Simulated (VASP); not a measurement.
Ti3ClO6: single point with PBE+D3(BJ)

Ti3ClO6, a slab with vacuum:

```
Ti O Cl
1.0
     5.46166    0.00000    0.00000
     1.60420    5.22075    0.00000
     0.00000    0.00000   18.80444
Ti O Cl
6 12 2
Direct
  0.00000 0.00000 0.05318
  0.38648 0.38648 0.11133
  0.74039 0.74092 0.17629
  0.15975 0.16115 0.24117
  0.53633 0.54006 0.30758
  0.92167 0.90984 0.33877
  0.17852 0.17852 0.12924
  0.05948 0.71348 0.11133
  0.59445 0.59445 0.09342
  0.71348 0.05948 0.11133
  0.93470 0.93425 0.23844
  0.85818 0.45756 0.22880
  0.39110 0.39151 0.20666
  0.45710 0.85825 0.22893
  0.71323 0.71161 0.35832
  0.65036 0.22888 0.34911
  0.14600 0.14560 0.33236
  0.22938 0.65183 0.35020
  0.80369 0.13414 0.46816
  0.99237 0.98695 0.56057
```

```
Program             : VASP 6.6.1
Task                : single point
Functional          : PBE
Dispersion          : D3(BJ)
Potentials or basis : VASP PAW PBE potentials, release 64 (Ti_sv, O, Cl)
Cutoff              : 520 eV
k mesh              : 2 × 2 × 1
Occupations         : gaussian, width 0.02 eV
Spin                : no spin polarisation
```

- Largest force: 8.165 eV/Å
- Band gap on the k mesh: 0.02 eV, direct
- Dispersion energy per atom: -0.163 eV

Forces on the atoms (eV/Å):
```
Ti  -0.958 -0.717  8.077
Ti   1.851  1.371  3.679
Ti   0.061  0.048 -0.109
Ti   0.021  0.009 -0.167
Ti  -0.015 -0.004 -0.122
Ti  -0.016  0.056  0.081
O   -2.708 -2.007 -4.786
O    1.917 -0.516 -3.349
O   -0.173 -0.125 -0.435
O    0.063  1.991 -3.342
O   -0.007 -0.008 -0.056
O    0.003 -0.061  0.047
O    0.021  0.015  0.109
O   -0.060  0.013  0.058
O    0.017  0.001  0.069
O   -0.005 -0.042  0.023
O    0.015  0.010  0.167
O   -0.029 -0.019  0.053
Cl   0.049 -0.067  0.118
Cl  -0.047  0.050 -0.113
```

Levels at points of the mesh, in eV from the valence-band top:
```
           k point  band 76  band 77  band 78  band 79  band 80  band 81  band 82  band 83
(0.00, 0.00, 0.00)    -0.70    -0.65    -0.49     0.00     0.02     0.45     0.56     1.01
(0.50, 0.00, 0.00)    -0.81    -0.72    -0.66    -0.49     0.24     0.53     0.62     1.02
(0.00, 0.50, 0.00)    -0.83    -0.73    -0.67    -0.42     0.24     0.53     0.62     1.02
(0.50, 0.50, 0.00)    -0.99    -0.76    -0.64    -0.49     0.21     0.30     0.74     1.13
```

It took 32 min on 1 thread of AMD EPYC 7R13 (shared host), peak memory 0.57 GiB.

Caveat: the k points lie up to 0.60 Å⁻¹ apart.
